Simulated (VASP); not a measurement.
# Si2Cl (P4/mmm) in VASP: further runs

Runs on Si2Cl. Level: PBE. Tasks: single point, relaxation of cell and atoms.

All numbers are computed with VASP 6.6.1; they aren't measurements. Logs are shortened: lines on timing, memory, paths and dates and some standing lists are left out, and cuts for length are marked.

## Step 1: The cell of the first run

Symmetry: P4/mmm, No. 123, tetragonal system. Conventional cell: a = 3.656 Å, b = 3.656 Å, c = 4.541 Å, α = 90.00°, β = 90.00°, γ = 90.00°. Si (site symmetry 4/mmm) has 2 Si at 2.27 Å and 4 Cl at 2.59 Å within 3.0 Å. Si (site symmetry 4/mmm) has 2 Si at 2.27 Å within 3.0 Å. Within 3.4 Å of Cl (site symmetry 4/mmm) lie 4 Si at 2.59 Å.

## Step 2: Single point, PBE

INCAR

```
PREC     = Accurate       # precision mode
ENCUT    = 520            # plane-wave cutoff, eV
EDIFF    = 1E-7           # SCF threshold, eV
ISMEAR   = 0              # smearing method
SIGMA    = 0.1            # smearing width, eV
LREAL    = False          # projectors in reciprocal space
LASPH    = True           # aspherical terms in the spheres
NELM     = 60             # most SCF steps
ALGO     = Normal         # electronic algorithm
ISIF     = 2              # what is computed and relaxed
LWAVE    = False          # write WAVECAR
LCHARG   = False          # write CHGCAR
GGA      = PE             # functional
NBANDS   = 14             # bands
```

KPOINTS

```
regular mesh
0
Gamma
  6 6 4
```

POSCAR

```
Si2Cl
1.0
    3.6559774800      0.0000000000      0.0000000000
    0.0000000000      3.6559774800      0.0000000000
    0.0000000000      0.0000000000      4.5414889500
Si Cl
2 1
Direct
    0.5000000000      0.5000000000      0.5000000000
    0.5000000000      0.5000000000      0.0000000000
    0.0000000000      0.0000000000      0.5000000000
```

Potentials or basis: VASP PAW PBE potentials, release 64 (Si, Cl).

The run is started by

```bash
$ cat potpaw_PBE.64/Si/POTCAR potpaw_PBE.64/Cl/POTCAR > POTCAR
$ mpirun -np 1 vasp_std > vasp.out
```

OUTCAR:

```text
PREC = Accurate
   ENCUT = 520
   EDIFF = 1E-7
   ISMEAR = 0
   LREAL = False
   LASPH = True
   NELM = 60
   ISIF = 2
   GGA = PE

 ion  position               nearest neighbor table
   1  0.500  0.500  0.500-   2 2.27   2 2.27   3 2.59   3 2.59   3 2.59   3 2.59
   2  0.500  0.500  0.000-   1 2.27   1 2.27
   3  0.000  0.000  0.500-   1 2.59   1 2.59   1 2.59   1 2.59

  LATTYP: Found a simple tetragonal cell.
 ALAT       =     3.6559774800
 C/A-ratio  =     1.2422092244

  Lattice vectors:

 A1 = (   3.6559774800,   0.0000000000,   0.0000000000)
 A2 = (   0.0000000000,   3.6559774800,   0.0000000000)
 A3 = (   0.0000000000,   0.0000000000,   4.5414889500)

Analysis of symmetry for initial positions (statically):
=====================================================================
 Subroutine PRICEL returns:
 Original cell was already a primitive cell.

 Routine SETGRP: Setting up the symmetry group for a
 simple tetragonal supercell.

 Subroutine GETGRP returns: Found 16 space group operations
 (whereof 16 operations were pure point group operations)
 out of a pool of 16 trial point group operations.

The static configuration has the point symmetry D_4h.

Analysis of symmetry for dynamics (positions and initial velocities):
=====================================================================
 Subroutine PRICEL returns:
 Original cell was already a primitive cell.

 Routine SETGRP: Setting up the symmetry group for a
 simple tetragonal supercell.

 Subroutine GETGRP returns: Found 16 space group operations
 (whereof 16 operations were pure point group operations)
 out of a pool of 16 trial point group operations.

The dynamic configuration has the point symmetry D_4h.

 Subroutine INISYM returns: Found 16 space group operations
 (whereof 16 operations are pure point group operations),
 and found     1 'primitive' translations

----------------------------------------------------------------------------------------

                                     Primitive cell

  volume of cell :      60.7023

  direct lattice vectors                    reciprocal lattice vectors
     3.655977480  0.000000000  0.000000000     0.273524661  0.000000000  0.000000000
     0.000000000  3.655977480  0.000000000     0.000000000  0.273524661  0.000000000
     0.000000000  0.000000000  4.541488950     0.000000000  0.000000000  0.220192102

  length of vectors
     3.655977480  3.655977480  4.541488950     0.273524661  0.273524661  0.220192102

[... 89 lines left out ...]
   ISYM   =      2    0-nonsym 1-usesym 2-fastsym
   POTIM  = 0.5000    time-step for ionic-motion
   TEBEG  =    0.0;   TEEND  =   0.0 temperature during run
   PSTRESS=    0.0 pullay stress
   NELECT =      15.0000    total number of electrons
   NUPDOWN=      -1.0000    fix difference up-down
   EMIN   =  10.00;   EMAX   =-10.00  energy-range for DOS
   EFERMI =   0.00;   METHOD = LEGACY
   ISMEAR =     0;   SIGMA  =   0.10  broadening in eV -4-tet -1-fermi 0-gaus
   EFERMI_NEDOS =   21; number of points for ismear=-14 and -15
   IALGO  =     38    algorithm
   IMIX   =      4    mixing-type and parameters
     AMIX     =   0.40;   BMIX     =  1.00
     AMIX_MAG =   1.60;   BMIX_MAG =  1.00
  volume/ion in A,a.u.               =      20.23       136.55
  Fermi-wavevector in a.u.,A,eV,Ry     =   1.027315  1.941343 14.359254  1.055375
  Thomas-Fermi vector in A             =   2.161253
   LORBIT       =      0    0 simple, 1 ext, 2 COOP (PROOUT), +10 PAW based schemes
   GGA     = PE    functional components
   LHFCALC =     F    Hartree Fock is set to
   AEXX    =    0.0000 exact exchange contribution
   IVDW    =     0    specifies the selected vdW correction
   LEPSILON=     F    determine dielectric tensor
   LRPA    =     F    only Hartree local field effects (RPA)
 non-spin polarized calculation
 Gauss-broadening in eV      SIGMA  =   0.10
  energy-cutoff  :      520.00
  volume of cell :       60.70
 maximum number of plane-waves:      1664
 NGX is ok and might be reduce to    28
   NGX = 13   NGY = 13   NGZ = 17

 number of electron      14.9999999 magnetization

 Free energy of the ion-electron system (eV)
  ---------------------------------------------------
  ext. energy  EPLUGINS =         0.00000000
  ---------------------------------------------------
  free energy    TOTEN  =       -10.35593544 eV

  energy without entropy =      -10.34356036  energy(sigma->0) =      -10.34974790

 E-fermi :   5.8749     XC(G=0):  -9.5943

 val. band max:        5.8721454439   @ k =   0.3333   0.1667   0.2500
 cond. band min:       5.8885108349   @ k =   0.3333   0.0000   0.0000
 fundamental gap:      0.0163653910
 Fermi energy:         5.8748869083

 k-point     1 :       0.0000    0.0000    0.0000
  band No.  band energies     occupation
      1     -11.8077      2.00000
      2      -3.7226      2.00000
      3      -0.4828      2.00000
      4       0.0218      2.00000
      5       0.0218      2.00000
      6       2.6623      2.00000
      7       3.6857      2.00000
      8       7.5531      0.00000
      9       7.5531      0.00000
     10       8.2234      0.00000
     11      11.8741      0.00000
     12      11.9095      0.00000
     13      11.9095      0.00000
     14      12.2697      0.00000
[... 377 lines left out ...]
      1     -11.2497      2.00000
      2      -4.5208      2.00000
      3      -2.3420      2.00000
      4       0.2524      2.00000
      5       0.8377      2.00000
      6       2.9349      2.00000
      7       5.1743      2.00000
      8       5.7370      1.94885
      9       6.1101      0.00088
     10       8.0998      0.00000
     11       9.8475      0.00000
     12      11.2813      0.00000
     13      12.6956      0.00000
     14      13.7549      0.00000

 [... further k-points ...]
[... 5 lines left out ...]
  --------------------------------------------------------------------------------------
  -------------------------------------------------------------------------------------
  Total       -0.0895912     -0.0895912      5.2884081      0.0000000      0.0000000      0.0000000
  in kB       -2.3646708     -2.3646708    139.5822698      0.0000000      0.0000000      0.0000000
  external PRESSURE =      44.9509761 kB  Pullay stress =       0.0000000 kB

 VOLUME and BASIS-vectors are now :
 -----------------------------------------------------------------------------
  energy-cutoff  :      520.00
  volume of cell :       60.70
      direct lattice vectors                 reciprocal lattice vectors
     3.655977480  0.000000000  0.000000000     0.273524661  0.000000000  0.000000000
     0.000000000  3.655977480  0.000000000     0.000000000  0.273524661  0.000000000
     0.000000000  0.000000000  4.541488950     0.000000000  0.000000000  0.220192102

 POSITION                                       TOTAL-FORCE (eV/Angst)
 -----------------------------------------------------------------------------------
      1.82799      1.82799      2.27074         0.000000      0.000000      0.000000
      1.82799      1.82799      0.00000         0.000000      0.000000      0.000000
      0.00000      0.00000      2.27074         0.000000      0.000000      0.000000
 -----------------------------------------------------------------------------------
    total drift:                               -0.000000      0.000000      0.000000

  FREE ENERGIE OF THE ION-ELECTRON SYSTEM (eV)
  ---------------------------------------------------
  free  energy   TOTEN  =       -10.3559354405 eV

  energy  without entropy=      -10.3435603624  energy(sigma->0) =      -10.34974790
```

It took 31 s on 1 thread of Intel Xeon 8259CL, shared host; peak memory 0.17 GiB.

Results:

- Free energy: -10.3559 eV
- Pressure: 4.5 GPa

Caveat: an odd number of electrons without spin polarisation forces a metal; a magnetic or distorted state may lie lower.

## Step 3: Single point, PBE

This run uses another cell than the first one, of 21.46 Å³/atom, 1.061 times its volume.

INCAR

```
  ALGO = Normal
  EDIFF = 1E-6
  ENCUT = 520
  GGA = PE
  ISIF = 2
  ISMEAR = 0
  LASPH = True
  LCHARG = False
  LREAL = False
  LWAVE = False
  NBANDS = 14
  NELM = 100
  PREC = Accurate
  SIGMA = 0.1
```

KPOINTS

```
k-points
0
Gamma
  6 6 4
```

POSCAR

```
Si2Cl
1.0
    3.5615697497      0.0000000000      0.0000000000
    0.0000000000      3.5615697497      0.0000000000
    0.0000000000      0.0000000000      5.0753542280
Si Cl
2 1
Direct
    0.5000000000      0.5000000000      0.5000000000
    0.5000000000      0.5000000000      0.0000000000
    0.0000000000      0.0000000000      0.5000000000
```

Potentials or basis: VASP PAW PBE potentials, release 64 (Si, Cl).

The run is started by

```bash
$ cat potpaw_PBE.64/Si/POTCAR potpaw_PBE.64/Cl/POTCAR > POTCAR
$ mpirun -np 1 vasp_std > vasp.out
```

It took 33 s on 1 thread of Intel Xeon 8259CL, shared host; peak memory 0.18 GiB.

The run converged. Its results:

```yaml
Free_energy: -10.6637 eV
Pressure: 0.2 GPa
```

Stress tensor (GPa, compression positive):
```
 0.29  0.00  0.00
 0.00  0.29  0.00
 0.00  0.00 -0.06
```

Levels at points of the mesh, in eV from the Fermi level:
```csv
k point,band 4,band 5,band 6,band 7,band 8,band 9,band 10,band 11,band 12,band 13
"(0.00, 0.00, 0.00)",-6.06,-6.06,-4.21,-1.62,2.45,2.51,2.51,5.75,5.75,6.58
"(0.50, 0.00, 0.00)",-5.32,-5.04,-3.64,-2.27,-0.53,0.19,0.84,4.55,5.94,7.97
"(0.50, 0.50, 0.00)",-8.21,-4.54,-2.98,-2.79,-0.34,-0.34,3.20,3.20,4.26,5.87
"(0.00, 0.00, 0.50)",-6.03,-6.03,-4.00,1.80,2.07,2.29,2.29,2.76,4.55,4.55
"(0.50, 0.00, 0.50)",-5.54,-5.31,-2.36,-0.55,-0.41,0.55,2.40,3.16,3.83,7.00
"(0.50, 0.50, 0.50)",-7.58,-6.35,-4.71,-1.30,-1.30,3.14,3.55,4.73,4.73,5.80
```

Caveat: an odd number of electrons without spin polarisation forces a metal; a magnetic or distorted state may lie lower.

## Step 4: Relaxation of cell and atoms, PBE

INCAR

```
PREC = Accurate ; ENCUT = 600
EDIFF = 1E-7 ; ISMEAR = 0
SIGMA = 0.1 ; LREAL = False
LASPH = True ; NELM = 80
ALGO = Normal ; ISIF = 3
LWAVE = False ; LCHARG = False
GGA = PE ; IBRION = 2
NSW = 90 ; EDIFFG = -0.04
```

KPOINTS

```
regular mesh
0
Gamma
  6 6 4
```

POSCAR

```
Si2Cl
1.0
    3.6559774800      0.0000000000      0.0000000000
    0.0000000000      3.6559774800      0.0000000000
    0.0000000000      0.0000000000      4.5414889500
Si Cl
2 1
Direct
    0.5000000000      0.5000000000      0.5000000000
    0.5000000000      0.5000000000      0.0000000000
    0.0000000000      0.0000000000      0.5000000000
```

The run is started by

```bash
$ cat potpaw_PBE.64/Si/POTCAR potpaw_PBE.64/Cl/POTCAR > POTCAR
$ mpirun -np 1 vasp_std > vasp.out
```

It took 2.9 min on 1 thread of Intel Xeon 8259CL, shared host; peak memory 0.19 GiB.

It converged, with:

| Item | Value |
| --- | --- |
| Free energy | -10.6637 eV |
| Relaxed volume | 21.60 Å³/atom |
| Relaxed cell | a = 3.572 Å, b = 3.572 Å, c = 5.078 Å, α = 90.00°, β = 90.00°, γ = 90.00° |
| Space group after relaxing (to 0.05 Å) | P4/mmm (No. 123) |
| Energy gained by relaxing | 102.5 meV/atom |
| Ionic steps | 7 |
| Pressure after relaxing | -0.1 GPa |

Step by step:
```tsv
step	energy change (eV)	largest force (eV/Å)	pressure (GPa)	volume (Å³)
1	0.0000	0.0000	4.52	60.70
2	-0.2699	0.0000	-0.47	65.71
3	-0.2862	0.0000	-1.24	67.20
4	-0.2872	0.0000	-1.48	67.69
5	-0.3051	0.0000	-0.65	65.88
6	-0.3059	0.0000	-0.42	65.43
7	-0.3075	0.0000	-0.06	64.81
```

Final structure:
```cif
data_structure
_symmetry_space_group_name_H-M 'P 1'
_symmetry_Int_Tables_number 1
_cell_length_a 3.5725
_cell_length_b 3.5725
_cell_length_c 5.0781
_cell_angle_alpha 90.000
_cell_angle_beta 90.000
_cell_angle_gamma 90.000
_cell_volume 64.81
loop_
_atom_site_label
_atom_site_type_symbol
_atom_site_fract_x
_atom_site_fract_y
_atom_site_fract_z
_atom_site_occupancy
Si1 Si 0.50000 0.50000 0.50000 1
Si2 Si 0.50000 0.50000 0.00000 1
Cl1 Cl 0.00000 0.00000 0.50000 1
```

Levels at points of the mesh, in eV from the Fermi level:
| k point | band 6 | band 7 | band 8 | band 9 | band 10 | band 11 |
| --- | --- | --- | --- | --- | --- | --- |
| (0.00, 0.00, 0.00) | -4.21 | -1.63 | 2.48 | 2.48 | 2.50 | 5.71 |
| (0.50, 0.00, 0.00) | -3.62 | -2.26 | -0.56 | 0.19 | 0.86 | 4.52 |
| (0.50, 0.50, 0.00) | -2.99 | -2.79 | -0.33 | -0.33 | 3.23 | 3.23 |
| (0.00, 0.00, 0.50) | -3.98 | 1.83 | 2.08 | 2.27 | 2.27 | 2.81 |
| (0.50, 0.00, 0.50) | -2.37 | -0.54 | -0.41 | 0.56 | 2.41 | 3.13 |
| (0.50, 0.50, 0.50) | -4.67 | -1.28 | -1.28 | 3.14 | 3.54 | 4.68 |

Caveat: an odd number of electrons without spin polarisation forces a metal; a magnetic or distorted state may lie lower.

## Step 5: Single point, PBE

This run uses another cell than the first one, of 21.61 Å³/atom, 1.068 times its volume.

INCAR

```
PREC = Accurate
ENCUT = 520
EDIFF = 1E-6
ISMEAR = 0
SIGMA = 0.1
LREAL = F
LASPH = T
NELM = 100
ALGO = Normal
ISIF = 2
LWAVE = F
LCHARG = F
GGA = PE
NBANDS = 14
```

KPOINTS

```
Automatic mesh
0
Gamma
  14 14 10
```

POSCAR

```
Si2Cl
1.0
    3.5970595343      0.0000000000      0.0000000000
    0.0000000000      3.5970595343      0.0000000000
    0.0000000000      0.0000000000      5.0111213569
Si Cl
2 1
Direct
    0.5000000000      0.5000000000      0.5000000000
    0.5000000000      0.5000000000      0.0000000000
    0.0000000000      0.0000000000      0.5000000000
```

The run is started by

```bash
$ cat potpaw_PBE.64/Si/POTCAR potpaw_PBE.64/Cl/POTCAR > POTCAR
$ mpirun -np 1 vasp_std > vasp.out
```

It took 3.8 min on 1 thread of Intel Xeon 8259CL, shared host; peak memory 0.3 GiB.

It converged, with:

- Free energy: -10.6671 eV
- Pressure: 0.0 GPa

Levels at points of the mesh, in eV from the Fermi level:
```csv
k point,band 4,band 5,band 6,band 7,band 8,band 9,band 10,band 11,band 12,band 13
"(0.00, 0.00, 0.00)",-5.96,-5.96,-4.15,-1.76,2.29,2.29,2.51,5.63,5.63,6.37
"(0.50, 0.00, 0.00)",-5.22,-4.94,-3.76,-2.32,-0.65,0.07,0.91,4.48,5.89,7.77
"(0.50, 0.50, 0.00)",-8.04,-4.47,-2.99,-2.93,-0.34,-0.34,3.23,3.23,4.27,5.66
"(0.00, 0.00, 0.50)",-5.92,-5.92,-3.92,1.98,2.09,2.09,2.10,2.86,4.30,4.30
"(0.50, 0.00, 0.50)",-5.49,-5.21,-2.51,-0.50,-0.49,0.49,2.56,2.92,3.91,7.03
"(0.50, 0.50, 0.50)",-7.69,-6.56,-4.66,-1.35,-1.35,3.20,3.64,4.50,4.50,5.88
```

Caveat: an odd number of electrons without spin polarisation forces a metal; a magnetic or distorted state may lie lower.

## Step 6: Relaxation of cell and atoms, PBE

This run uses another cell than the first one, of 21.46 Å³/atom, 1.061 times its volume.

INCAR

```
SYSTEM = Si2Cl
ALGO = Normal ; EDIFF = 1E-6
EDIFFG = -0.01 ; ENCUT = 600
GGA = PE ; IBRION = 2
ISIF = 3 ; ISMEAR = 0
LASPH = .TRUE. ; LCHARG = .FALSE.
LREAL = .FALSE. ; LWAVE = .FALSE.
NELM = 80 ; NSW = 100
PREC = Accurate ; SIGMA = 0.1
```

KPOINTS

```
k-points
0
G
  14 14 10
  0 0 0
```

POSCAR

```
Si2Cl
1.0
    3.5615697497      0.0000000000      0.0000000000
    0.0000000000      3.5615697497      0.0000000000
    0.0000000000      0.0000000000      5.0753542280
Si Cl
2 1
Direct
    0.5000000000      0.5000000000      0.5000000000
    0.5000000000      0.5000000000      0.0000000000
    0.0000000000      0.0000000000      0.5000000000
```

Potentials or basis: VASP PAW PBE potentials, release 64 (Si, Cl).

The run is started by

```bash
$ cat potpaw_PBE.64/Si/POTCAR potpaw_PBE.64/Cl/POTCAR > POTCAR
$ mpirun -np 1 vasp_std > vasp.out
```

Run time: 6.7 min. Hardware: 1 thread of Intel Xeon 8259CL, shared host; peak memory 0.31 GiB.

Results (log left out):

| Quantity | Value |
| --- | --- |
| Free energy | -10.6674 eV |
| Relaxed volume | 21.63 Å³/atom |
| Relaxed cell | a = 3.598 Å, b = 3.598 Å, c = 5.012 Å, α = 90.00°, β = 90.00°, γ = 90.00° |
| Space group after relaxing (to 0.05 Å) | P4/mmm (No. 123) |
| Energy gained by relaxing | 2.3 meV/atom |
| Ionic steps | 3 |
| Pressure after relaxing | 0.0 GPa |

The path:
| step | energy change (eV) | largest force (eV/Å) | pressure (GPa) | volume (Å³) |
| --- | --- | --- | --- | --- |
| 1 | 0.0000 | 0.0000 | 0.24 | 64.38 |
| 2 | -0.0056 | 0.0000 | 0.10 | 64.68 |
| 3 | -0.0068 | 0.0000 | 0.02 | 64.88 |

Final structure:
```cif
data_structure
_symmetry_space_group_name_H-M 'P 1'
_symmetry_Int_Tables_number 1
_cell_length_a 3.5980
_cell_length_b 3.5980
_cell_length_c 5.0117
_cell_angle_alpha 90.000
_cell_angle_beta 90.000
_cell_angle_gamma 90.000
_cell_volume 64.88
loop_
_atom_site_label
_atom_site_type_symbol
_atom_site_fract_x
_atom_site_fract_y
_atom_site_fract_z
_atom_site_occupancy
Si1 Si 0.50000 0.50000 0.50000 1
Si2 Si 0.50000 0.50000 0.00000 1
Cl1 Cl 0.00000 0.00000 0.50000 1
```

Levels at points of the mesh, in eV from the Fermi level:
```csv
k point,band 6,band 7,band 8,band 9,band 10,band 11
"(0.00, 0.00, 0.00)",-4.15,-1.76,2.29,2.29,2.51,5.63
"(0.50, 0.00, 0.00)",-3.76,-2.32,-0.65,0.07,0.91,4.47
"(0.50, 0.50, 0.00)",-2.99,-2.94,-0.34,-0.34,3.23,3.23
"(0.00, 0.00, 0.50)",-3.92,1.98,2.09,2.09,2.10,2.86
"(0.50, 0.00, 0.50)",-2.51,-0.50,-0.49,0.49,2.56,2.92
"(0.50, 0.50, 0.50)",-4.65,-1.35,-1.35,3.20,3.64,4.50
```

Caveat: an odd number of electrons without spin polarisation forces a metal; a magnetic or distorted state may lie lower.

## Step 7: Summary

```tsv
task	cell	k mesh	cutoff (eV)	gap on the mesh (eV)	pressure (GPa)	relaxed volume (Å³/atom)
single point	a = 3.656, b = 3.656, c = 4.541 Å, 3 atoms	6 × 6 × 4	520	none	4.5	-
single point	a = 3.562, b = 3.562, c = 5.075 Å, 3 atoms	6 × 6 × 4	520	none	0.2	-
relaxation of cell and atoms	relaxed from a = 3.656, b = 3.656, c = 4.541 Å, 3 atoms	6 × 6 × 4	600	none	-0.1	21.60
single point	a = 3.597, b = 3.597, c = 5.011 Å, 3 atoms	14 × 14 × 10	520	none	0.0	-
relaxation of cell and atoms	relaxed from a = 3.562, b = 3.562, c = 5.075 Å, 3 atoms	14 × 14 × 10	600	none	0.0	21.63
```

Alike in all rows: level PBE; potentials or basis VASP PAW PBE potentials, release 64 (Si, Cl); no spin polarisation; smearing gaussian 0.1 eV.

Caveats: an odd number of electrons without spin polarisation forces a metal; a magnetic or distorted state may lie lower.

Total energies depend on the potentials used, so only differences within one code and one set of settings carry meaning.
